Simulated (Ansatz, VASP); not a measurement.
**LiCl: VASP beside Ansatz**

```xyz
4
Lattice="5.1457 0.0000 0.0000 0.0000 2.5751 2.5824 0.0000 -2.5751 2.5824" Properties=species:S:1:pos:R:3 pbc="T T T"
Li    3.8580   -1.2875    3.8743
Li    1.2877    1.2875    3.8743
Cl    1.2871    1.2875    1.2905
Cl    3.8586   -1.2875    1.2905
```

Alike in both runs: functional PBE; k mesh 4 × 6 × 6; occupations gaussian, width 0.1 eV; no spin polarisation.

Ansatz relaxed the structure, and its values are those at the end. VASP's run is a single point on that final structure, the one shown.

```csv
,VASP,Ansatz
version,VASP 6.6.1,Ansatz 0.2.0
potentials or method,"VASP PAW PBE potentials, release 64 (Li_sv, Cl), cutoff 520 eV","scalar-relativistic, plane waves, PAW"
valence electrons in the cell,20,20
```

```csv
,VASP,Ansatz,Ansatz less VASP
gap on the k mesh at the Fermi level (eV),6.25,6.24,-0.012
least direct gap on the mesh (eV),6.25,6.24,-0.012
```

Noted on VASP's run: the cutoff is short for stress, so the pressure is rough.
